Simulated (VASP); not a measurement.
# Re (Pm-3m) in VASP: notebook, part 2 of 2

VASP 6.6.1.

### Step 4. Single point, RPBE (18.79 Å³/atom)

This run uses another cell than the first one, of 18.79 Å³/atom.

Contents of INCAR:

```
ALGO = Normal
EDIFF = 1E-6
ENCUT = 520
GGA = RP
ISIF = 2
ISMEAR = -1
LASPH = True
LCHARG = True
LELF = True
LREAL = False
LVHAR = True
LWAVE = False
NBANDS = 10
NELM = 60
PREC = Accurate
SIGMA = 0.1
```

Contents of KPOINTS:

```
k-points
0
Gamma
  14 14 14
```

Contents of POSCAR:

```
Re
1.0
    2.6585769772      0.0000000000      0.0000000000
    0.0000000000      2.6585769772      0.0000000000
    0.0000000000      0.0000000000      2.6585769772
Re
1
Direct
    0.0000000000      0.0000000000      0.0000000000
```

Potentials or basis: VASP PAW PBE potentials, release 64 (Re).

Started as:

```
$ cat potpaw_PBE.64/Re/POTCAR > POTCAR
$ mpirun -np 1 vasp_std > vasp.out
```

OUTCAR:

```text
EDIFF = 1E-6
   ENCUT = 520
   GGA = RP
   ISIF = 2
   ISMEAR = -1
   LASPH = True
   LREAL = False
   NELM = 60
   PREC = Accurate

 ion  position               nearest neighbor table
   1  0.000  0.000  0.000-

  LATTYP: Found a simple cubic cell.
 ALAT       =     2.6585769772

  Lattice vectors:

 A1 = (   2.6585769772,   0.0000000000,   0.0000000000)
 A2 = (   0.0000000000,   2.6585769772,   0.0000000000)
 A3 = (   0.0000000000,   0.0000000000,   2.6585769772)

Analysis of symmetry for initial positions (statically):
=====================================================================
 Subroutine PRICEL returns:
 Original cell was already a primitive cell.

 Routine SETGRP: Setting up the symmetry group for a
 simple cubic supercell.

 Subroutine GETGRP returns: Found 48 space group operations
 (whereof 48 operations were pure point group operations)
 out of a pool of 48 trial point group operations.

The static configuration has the point symmetry O_h .

Analysis of symmetry for dynamics (positions and initial velocities):
=====================================================================
 Subroutine PRICEL returns:
 Original cell was already a primitive cell.

 Routine SETGRP: Setting up the symmetry group for a
 simple cubic supercell.

 Subroutine GETGRP returns: Found 48 space group operations
 (whereof 48 operations were pure point group operations)
 out of a pool of 48 trial point group operations.

The dynamic configuration has the point symmetry O_h .

 Subroutine INISYM returns: Found 48 space group operations
 (whereof 48 operations are pure point group operations),
 and found     1 'primitive' translations

----------------------------------------------------------------------------------------

                                     Primitive cell

  volume of cell :      18.7909

  direct lattice vectors                    reciprocal lattice vectors
     2.658576977  0.000000000  0.000000000     0.376141074  0.000000000  0.000000000
     0.000000000  2.658576977  0.000000000     0.000000000  0.376141074  0.000000000
     0.000000000  0.000000000  2.658576977     0.000000000  0.000000000  0.376141074

  length of vectors
     2.658576977  2.658576977  2.658576977     0.376141074  0.376141074  0.376141074

  position of ions in fractional coordinates (direct lattice)
     0.000000000  0.000000000  0.000000000

  ion indices of the primitive-cell ions
   primitive index   ion index
                 1           1

----------------------------------------------------------------------------------------

 KPOINTS: k-points

Automatic generation of k-mesh.
 Grid dimensions read from file:
 generate k-points for:   14   14   14

 Generating k-lattice:

  Cartesian coordinates                     Fractional coordinates (reciprocal lattice)
     0.026867220  0.000000000  0.000000000     0.071428571  0.000000000  0.000000000
     0.000000000  0.026867220  0.000000000     0.000000000  0.071428571  0.000000000
     0.000000000  0.000000000  0.026867220     0.000000000  0.000000000  0.071428571

  Length of vectors
     0.026867220  0.026867220  0.026867220

  Shift w.r.t. Gamma in fractional coordinates (k-lattice)
     0.000000000  0.000000000  0.000000000

 Subroutine IBZKPT returns following result:
 ===========================================

 Found    120 irreducible k-points:

 Following reciprocal coordinates:
            Coordinates               Weight
  0.000000  0.000000  0.000000      1.000000
  0.071429  0.000000  0.000000      6.000000
  0.142857  0.000000  0.000000      6.000000
  0.214286  0.000000  0.000000      6.000000
  0.285714  0.000000  0.000000      6.000000
  0.357143  0.000000  0.000000      6.000000
[... 16 lines left out ...]
  0.285714  0.214286  0.000000     24.000000
  0.357143  0.214286  0.000000     24.000000
 [... further k-points ...]
   k-points           NKPTS =    120   k-points in BZ     NKDIM =    120   number of bands    NBANDS=     10
   number of dos      NEDOS =    301   number of ions     NIONS =      1
   total plane-waves  NPLWV =   8000
   dimension x,y,z NGX =    20 NGY =   20 NGZ =   20
   dimension x,y,z NGXF=    40 NGYF=   40 NGZF=   40
   ions per type =               1
   NGX,Y,Z   is equivalent  to a cutoff of  12.51, 12.51, 12.51 a.u.
   NGXF,Y,Z  is equivalent  to a cutoff of  25.01, 25.01, 25.01 a.u.
 SYSTEM =  unknown system
   PREC   = accura    normal or accurate (medium, high low for compatibility)
   ISTART =      0    job   : 0-new  1-cont  2-samecut
   ICHARG =      2    charge: 1-file 2-atom 10-const
   ISPIN  =      1    spin polarized calculation?
   LNONCOLLINEAR =      F non collinear calculations
   LSORBIT =      F    spin-orbit coupling
   LASPH  =      T    aspherical Exc in radial PAW
   ENCUT  =  520.0 eV  38.22 Ry    6.18 a.u.   4.94  4.94  4.94*2*pi/ulx,y,z
   NELM   =     60;   NELMIN=  2; NELMDL= -5     # of ELM steps
   EDIFF  = 0.1E-05   stopping-criterion for ELM
   LREAL  =      F    real-space projection
   EDIFFG = 0.1E-04   stopping-criterion for IOM
   NSW    =      0    number of steps for IOM
   IBRION =     -1    ionic relax: 0-MD 1-quasi-New 2-CG
   NFREE  =      0    steps in history (QN), initial steepest desc. (CG)
   ISIF   =      2    stress and relaxation
   ISYM   =      2    0-nonsym 1-usesym 2-fastsym
   POTIM  = 0.5000    time-step for ionic-motion
   TEBEG  =    0.0;   TEEND  =   0.0 temperature during run
   PSTRESS=    0.0 pullay stress
   NELECT =       7.0000    total number of electrons
   NUPDOWN=      -1.0000    fix difference up-down
   EMIN   =  10.00;   EMAX   =-10.00  energy-range for DOS
   EFERMI =   0.00;   METHOD = LEGACY
   ISMEAR =    -1;   SIGMA  =   0.10  broadening in eV -4-tet -1-fermi 0-gaus
   EFERMI_NEDOS =   21; number of points for ismear=-14 and -15
   IALGO  =     38    algorithm
   IMIX   =      4    mixing-type and parameters
     AMIX     =   0.40;   BMIX     =  1.00
     AMIX_MAG =   1.60;   BMIX_MAG =  1.00
  volume/ion in A,a.u.               =      18.79       126.81
  Fermi-wavevector in a.u.,A,eV,Ry     =   1.177945  2.225993 18.878818  1.387554
  Thomas-Fermi vector in A             =   2.314282
   LORBIT       =      0    0 simple, 1 ext, 2 COOP (PROOUT), +10 PAW based schemes
   GGA     = RP    functional components
   LHFCALC =     F    Hartree Fock is set to
   AEXX    =    0.0000 exact exchange contribution
   IVDW    =     0    specifies the selected vdW correction
   LEPSILON=     F    determine dielectric tensor
   LRPA    =     F    only Hartree local field effects (RPA)
 non-spin polarized calculation
  energy-cutoff  :      520.00
  volume of cell :       18.79
 maximum number of plane-waves:       520
 NGX is ok and might be reduce to    20
   NGX =  9   NGY =  9   NGZ =  9

 number of electron       6.9999999 magnetization

 Free energy of the ion-electron system (eV)
  ---------------------------------------------------
  ext. energy  EPLUGINS =         0.00000000
  ---------------------------------------------------
  free energy    TOTEN  =       -10.40666034 eV

  energy without entropy =      -10.36155262  energy(sigma->0) =      -10.38410648

 E-fermi :   5.7564     XC(G=0): -12.2200

 val. band max:        5.7515630869   @ k =   0.4286   0.0000   0.0000
 cond. band min:       5.7581864511   @ k =   0.5000   0.2857   0.2857
 fundamental gap:      0.0066233642
 Fermi energy:         5.7563614125

 k-point     1 :       0.0000    0.0000    0.0000
  band No.  band energies     occupation
      1      -2.8452      2.00000
      2       0.9705      2.00000
      3       0.9705      2.00000
      4       8.7006      0.00000
      5       8.7006      0.00000
      6       8.7006      0.00000
      7      20.2610      0.00000
      8      20.2610      0.00000
      9      20.2610      0.00000
     10      25.7904      0.00000

 k-point     2 :       0.0714    0.0000    0.0000
  band No.  band energies     occupation
      1      -2.6926      2.00000
      2       1.0067      2.00000
      3       1.1223      2.00000
      4       8.4944      0.00000
      5       8.4944      0.00000
      6       8.7157      0.00000
      7      19.3456      0.00000
      8      20.5720      0.00000
      9      20.5720      0.00000
     10      26.4419      0.00000
[... 274 lines left out ...]
 k-point    24 :       0.3571    0.2143    0.0000
  band No.  band energies     occupation
      1       0.6532      2.00000
      2       2.3143      2.00000
      3       3.7249      2.00000
      4       6.3011      0.00858
      5       6.3903      0.00352
      6       7.6890      0.00000
      7      14.4123      0.00000
      8      19.6648      0.00000
      9      22.9810      0.00000
     10      27.0319      0.00000

 [... further k-points ...]
[... 5 lines left out ...]
  --------------------------------------------------------------------------------------
  -------------------------------------------------------------------------------------
  Total       -2.0625515     -2.0625515     -2.0625515      0.0000000      0.0000000      0.0000000
  in kB     -175.8602457   -175.8602457   -175.8602457      0.0000000      0.0000000      0.0000000
  external PRESSURE =    -175.8602457 kB  Pullay stress =       0.0000000 kB

 VOLUME and BASIS-vectors are now :
 -----------------------------------------------------------------------------
  energy-cutoff  :      520.00
  volume of cell :       18.79
      direct lattice vectors                 reciprocal lattice vectors
     2.658576977  0.000000000  0.000000000     0.376141074  0.000000000  0.000000000
     0.000000000  2.658576977  0.000000000     0.000000000  0.376141074  0.000000000
     0.000000000  0.000000000  2.658576977     0.000000000  0.000000000  0.376141074

 POSITION                                       TOTAL-FORCE (eV/Angst)
 -----------------------------------------------------------------------------------
      0.00000      0.00000      0.00000         0.000000      0.000000      0.000000
 -----------------------------------------------------------------------------------
    total drift:                                0.000000      0.000000      0.000000

  FREE ENERGIE OF THE ION-ELECTRON SYSTEM (eV)
  ---------------------------------------------------
  free  energy   TOTEN  =       -10.4066603363 eV

  energy  without entropy=      -10.3615526167  energy(sigma->0) =      -10.38410648
```

OSZICAR:

```text
N       E                     dE             d eps       ncg     rms          rms(c)
DAV:   1     0.546027101158E+01    0.54603E+01   -0.32518E+03  3822   0.718E+02
DAV:   2    -0.105932244280E+02   -0.16053E+02   -0.15032E+02  3672   0.143E+02
DAV:   3    -0.109327178834E+02   -0.33949E+00   -0.33274E+00  3990   0.340E+01
DAV:   4    -0.109348073158E+02   -0.20894E-02   -0.20867E-02  3972   0.132E+00
DAV:   5    -0.109348124178E+02   -0.51020E-05   -0.50996E-05  3584   0.328E-02    0.188E+01
DAV:   6    -0.105165159568E+02    0.41830E+00   -0.56203E-01  3834   0.168E+01    0.704E+00
DAV:   7    -0.104107414625E+02    0.10577E+00   -0.29247E-01  3846   0.117E+01    0.471E-01
DAV:   8    -0.104067589490E+02    0.39825E-02   -0.32349E-03  3260   0.482E-01    0.881E-02
DAV:   9    -0.104066571217E+02    0.10183E-03   -0.20270E-04  3614   0.898E-02    0.270E-02
DAV:  10    -0.104066604937E+02   -0.33721E-05   -0.17951E-05  3822   0.255E-02    0.346E-03
DAV:  11    -0.104066603363E+02    0.15741E-06   -0.14868E-07  1828   0.891E-03
   1 F= -.10406660E+02 E0= -.10384106E+02  d E =-.451077E-01
```

Wall time 24 s (1 thread of Intel Xeon 8259CL, shared host); peak memory 0.14 GiB.

Results:

```yaml
Free_energy: -10.4067 eV
Pressure: -17.6 GPa
Band_gap_on_the_k_mesh: zero (an odd number of electrons rules out a gap without spin polarisation)
```

Caveat: the cell stands under tension; the PAW data sets were made with another functional, which shifts forces and pressure a little; spin-orbit coupling is left out, which moves the levels of the heavy elements.

### Step 5. Overview

```tsv
cell	gap on the mesh (eV)	pressure (GPa)
a = 2.591 Å, 1 atom	none	-1.7
a = 2.625 Å, 1 atom	none	-10.5
a = 2.659 Å, 1 atom	none	-17.6
```

Alike in all rows: task single point; level RPBE; potentials or basis VASP PAW PBE potentials, release 64 (Re); no spin polarisation; k mesh 14 × 14 × 14; cutoff (eV) 520; smearing fermi-dirac 0.1 eV.

Caveats: the PAW data sets were made with another functional, which shifts forces and pressure a little; spin-orbit coupling is left out, which moves the levels of the heavy elements; the cell stands under tension (at least some runs).

Total energies depend on the potentials used, so only differences within one code and one set of settings carry meaning.
